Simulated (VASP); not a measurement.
CdCl, 2 atoms in the cell. Symmetry: F-43m, No. 216, cubic system. The conventional cell has a = 6.564 Å, b = 6.564 Å, c = 6.564 Å, α = 90.00°, β = 90.00°, γ = 90.00°. Cd (site symmetry -43m) has 4 Cl at 2.84 Å within 3.7 Å. Cl (site symmetry -43m) has 4 Cd at 2.84 Å within 3.7 Å. 

```yaml
Program: VASP 6.6.1
Task: single point
Functional: PBE
Potentials_or_basis: VASP PAW PBE potentials, release 64 (Cd, Cl)
Cutoff: 520 eV
k_mesh: 14 × 14 × 14
Occupations: gaussian, width 0.1 eV
Spin: no spin polarisation
Dipole_correction: no
Further_INCAR_settings: ALGO = Normal; EDIFF = 1e-06; NBANDS = 16
```

Potentials or basis: VASP PAW PBE potentials, release 64 (Cd, Cl).

Launch:

```bash
$ cat potpaw_PBE.64/Cd/POTCAR potpaw_PBE.64/Cl/POTCAR > POTCAR
$ mpirun -np 1 vasp_std > vasp.out
```

Hardware: 1 thread of Intel Xeon 8259CL, on a shared host.

Problem. How long does it take, and how much memory?

Solution. Run time: 2.3 min on 1 thread of Intel Xeon 8259CL, on a shared host, peak memory 0.28 GiB. Counts: scf iterations 12, k points 104.
